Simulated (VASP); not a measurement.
Write the native input for VASP 6.6.1 that does the following.

```
Task                   : single point
Functional             : PBEsol
Potentials or basis    : VASP PAW PBE potentials, release 64 (Ti_sv)
Cutoff                 : 520 eV
k mesh                 : 20 × 20 × 20
Occupations            : gaussian, width 0.15 eV
Spin                   : no spin polarisation
Dipole correction      : no
Further INCAR settings : ALGO = Normal; EDIFF = 1e-07; NBANDS = 12
```

The structure of Ti lies in POSCAR:

```
Ti
1.0
   -1.6049504194      1.6049504194      1.5247028984
    1.6049504194     -1.6049504194      1.5247028984
    1.6049504194      1.6049504194     -1.5247028984
Ti
1
Direct
    0.0000000000      0.0000000000      0.0000000000
```

This cell differs from its parent crystal: engineering shear strain xy +0.0000, normal strain along z -0.0500.

One way to write it, as run:

INCAR

```
SYSTEM = Ti
PREC = Accurate
ENCUT = 520
EDIFF = 1E-7
ISMEAR = 0
SIGMA = 0.15
LREAL = .FALSE.
LASPH = .TRUE.
NELM = 60
ALGO = Normal
ISIF = 2
LWAVE = .FALSE.
LCHARG = .FALSE.
GGA = PS
NBANDS = 12
```

KPOINTS

```
regular mesh
0
G
  20 20 20
  0 0 0
```

Potentials or basis: VASP PAW PBE potentials, release 64 (Ti_sv).

Command:

```console
$ cat potpaw_PBE.64/Ti_sv/POTCAR > POTCAR
$ mpirun -np 1 vasp_std > vasp.out
```

Results of the run:

```
Pressure               : 6.1 GPa
Band gap on the k mesh : zero (band 6 reaches 10.11 eV, above the bottom of band 7 at 8.40 eV)
```

Caveat: the cell differs from its parent crystal (engineering shear strain xy +0.0000, normal strain along z -0.0500); the PAW data sets were made with another functional, which shifts forces and pressure a little.

Wall time 56 s on 1 thread of AMD EPYC 9R45 96-Core Processor (Zen 5), on a shared host, peak memory 0.19 GiB.
